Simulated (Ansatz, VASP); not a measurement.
## Tl2S: VASP beside Ansatz

```xyz
3
Lattice="5.5341 0.0000 0.0000 -2.7670 4.7927 0.0000 0.0000 0.0000 23.8000" Properties=species:S:1:pos:R:3 pbc="T T T"
Tl    0.0000    3.1951    7.0000
Tl    2.7670    1.5976    7.0000
S     0.0000    0.0000    7.0000
```

Alike in both runs: functional PBE; k mesh 6 × 6 × 1; occupations gaussian, width 0.02 eV; no spin polarisation.

Ansatz relaxed the structure, and its values are those at the end. VASP's run is a single point on that final structure, the one shown.

```csv
,VASP,Ansatz
version,VASP 6.6.1,Ansatz 0.2.0
potentials or method,"VASP PAW PBE potentials, release 64 (Tl_d, S), cutoff 520 eV","scalar-relativistic, plane waves, PAW"
valence electrons in the cell,32,32
```

```tsv
	VASP	Ansatz	Ansatz less VASP
gap on the k mesh at the Fermi level (eV)	0.50	0.49	-0.003
least direct gap on the mesh (eV)	1.00	1.00	0.000
```

Spin-orbit coupling is off throughout.
